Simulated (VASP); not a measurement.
Set up this calculation in VASP 6.6.1, as the native input.

```
Task                   : single point
Functional             : r2SCAN
Potentials or basis    : VASP PAW PBE potentials, release 64 (Sn_d, Se)
Cutoff                 : 520 eV
k mesh                 : 5 × 5 × 5
Occupations            : methfessel-paxton, width 0.15 eV
Spin                   : no spin polarisation
Dipole correction      : no
Further INCAR settings : ALGO = Normal; EDIFF = 1e-06; NBANDS = 32
```

Sn3Se:

```
Sn Se
1.0
     4.75763    0.00000    0.00000
     0.00000    4.75763    0.00000
     0.00000    0.00000    4.75763
Sn Se
3 1
Cartesian
  0.0000 2.3788 2.3788
  2.3788 0.0000 2.3788
  2.3788 2.3788 0.0000
  0.0000 0.0000 0.0000
```

These files were run (other wordings do the same):

POSCAR

```
Sn3Se
1.0
    4.7576328666      0.0000000000      0.0000000000
    0.0000000000      4.7576328666      0.0000000000
    0.0000000000      0.0000000000      4.7576328666
Sn Se
3 1
Direct
    0.0000000000      0.5000000000      0.5000000000
    0.5000000000      0.0000000000      0.5000000000
    0.5000000000      0.5000000000      0.0000000000
    0.0000000000      0.0000000000      0.0000000000
```

INCAR.step1

```
SYSTEM = Sn3Se
PREC = Accurate
ENCUT = 520
ISMEAR = 1
SIGMA = 0.15
LREAL = .False.
LASPH = .True.
NELM = 60
NBANDS = 32
GGA = PE
ALGO = Normal
EDIFF = 1E-4
LWAVE = .True.
LCHARG = .False.
```

INCAR.step2

```
SYSTEM = Sn3Se
PREC = Accurate
ENCUT = 520
EDIFF = 1E-6
ISMEAR = 1
SIGMA = 0.15
LREAL = .False.
LASPH = .True.
NELM = 60
ALGO = Normal
ISIF = 2
LWAVE = .False.
LCHARG = .True.
METAGGA = R2SCAN
LMIXTAU = .True.
LELF = .True.
LVHAR = .True.
NBANDS = 32
ISTART = 1
```

KPOINTS

```
regular mesh
0
Gamma
  5 5 5
  0 0 0
```

Potentials or basis: VASP PAW PBE potentials, release 64 (Sn_d, Se).

The run is started by

```bash
$ cat potpaw_PBE.64/Sn_d/POTCAR potpaw_PBE.64/Se/POTCAR > POTCAR
$ cp INCAR.step1 INCAR
$ mpirun -np 1 vasp_std > vasp.out
$ cp INCAR.step2 INCAR
$ mpirun -np 1 vasp_std > vasp.out
```

Results of the run:

The pressure is -0.6 GPa and the band gap on the k mesh is zero (band 24 reaches 8.17 eV, above the bottom of band 25 at 6.62 eV).

Caveat: the PAW data sets were made with another functional, which shifts forces and pressure a little; spin-orbit coupling is left out, which moves the levels of the heavy elements.

Run time: 110 s on 1 thread of Intel Xeon 6975P-C, with other jobs on the host, peak memory 0.22 GiB.
